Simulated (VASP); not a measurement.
A run of VASP 6.6.1 is set up as follows.

File INCAR:

```
PREC = Accurate
ENCUT = 520
EDIFF = 1E-6
ISMEAR = 0
SIGMA = 0.027000000000000003
LREAL = False
LASPH = True
NELM = 100
ALGO = Normal
ISIF = 2
LWAVE = False
LCHARG = False
GGA = PE
NBANDS = 13
```

The input KPOINTS:

```
regular mesh
0
Gamma
  12 12 12
```

The input POSCAR:

```
Mo
1.0
   -1.5838089719      1.5838089719      1.5838089719
    1.5838089719     -1.5838089719      1.5838089719
    1.5838089719      1.5838089719     -1.5838089719
Mo
1
Direct
    0.0000000000      0.0000000000      0.0000000000
```

Potentials or basis: VASP PAW PBE potentials, release 64 (Mo_sv).

Run with:

```bash
$ cat potpaw_PBE.64/Mo_sv/POTCAR > POTCAR
$ mpirun -np 1 vasp_std > vasp.out
```

(1) Predict the band gap on the k mesh.

(2) Predict the pressure.

Results:

(1) zero (band 7 reaches 16.22 eV, above the bottom of band 8 at 11.00 eV).

(2) -1.4 GPa.
